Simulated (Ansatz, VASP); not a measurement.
BN: VASP beside Ansatz

```
CELL_PARAMETERS angstrom
0.00000 1.74263 1.74263
1.74263 0.00000 1.74263
1.74263 1.74263 0.00000
ATOMIC_POSITIONS crystal
B 0.00000 0.00000 0.00000
N 0.25000 0.25000 0.25000
```

Alike in both runs: task single point; functional LDA; k mesh 10 × 10 × 10; no spin polarisation.

```csv
,VASP,Ansatz
version,VASP 6.6.1,Ansatz 0.2.0
potentials or method,"VASP PAW LDA potentials, release 64 (B, N), cutoff 600 eV","scalar-relativistic, plane waves, PAW"
occupations,"gaussian, width 0.01 eV",fixed
valence electrons in the cell,8,8
```

Ansatz gave:

```
gap on the k mesh at the Fermi level (eV) : 4.49
least direct gap on the mesh (eV)         : 9.22
```

Q: Estimate VASP's values.

A: gap on the k mesh at the Fermi level (eV): 4.47; least direct gap on the mesh (eV): 9.20.

LDA's correlation is that of Perdew and Zunger in VASP and of Perdew and Wang (1992) in Ansatz.
